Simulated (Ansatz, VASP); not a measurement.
# Be: VASP beside Ansatz

File INCAR:

```
PREC = Accurate
ENCUT = 520
EDIFF = 1E-8
ISMEAR = -1
SIGMA = 0.03
LREAL = False
LASPH = True
NELM = 100
ALGO = Normal
ISIF = 2
LWAVE = False
LCHARG = False
GGA = PE
LEFG = True
NBANDS = 7
```

KPOINTS

```
regular mesh
0
Gamma
  23 23 23
```

Contents of POSCAR:

```
Be
1.0
   -1.2280585323      1.2280585323      1.2531209513
    1.2280585323     -1.2280585323      1.2531209513
    1.2280585323      1.2280585323     -1.2531209513
Be
1
Direct
    0.0000000000      0.0000000000      0.0000000000
```

Input for Ansatz:

```yaml
crystal:
  lattice:
    - [-1.2280585323, 1.2280585323, 1.2531209513]
    - [1.2280585323, -1.2280585323, 1.2531209513]
    - [1.2280585323, 1.2280585323, -1.2531209513]
  atoms:
    - { symbol: Be, position: [0.0, 0.0, 0.0] }
kpoints:
  mp_grid: { grid: [23, 23, 23] }
scf:
  occupations: { method: fermi_dirac, width: 0.03 }
hamiltonian:
  xc: pbe
  pseudopotentials: { kind: all_electron, datasets: crystal }
output:
  forces: true
  stress: true
  eigenvalues: true
  efg: { contact_densities: true }
```

Change from the starting cell: equal xx and yy strain of -2 %, crystal datasets.

Alike in both runs: task electric field gradients; functional PBE; k mesh 23 × 23 × 23; occupations fermi-dirac, width 0.03 eV; no spin polarisation.

|  | VASP | Ansatz |
| --- | --- | --- |
| version | VASP 6.6.1 | Ansatz 0.2.0 |
| potentials or method | VASP PAW PBE potentials, release 64 (Be), cutoff 520 eV | all-electron PAW with datasets made for the crystal, scalar-relativistic |

```tsv
	VASP	Ansatz	Ansatz less VASP
pressure (GPa)	4.6	4.3	-0.22
traceless stress, the component that is largest in VASP (GPa)	0.57	0.57	+0.002
size of Vzz on the site where it differs most (V/Å²)	0.1	0.1	-0.03
```

Ansatz ran all-electron here, and VASP with PAW potentials.
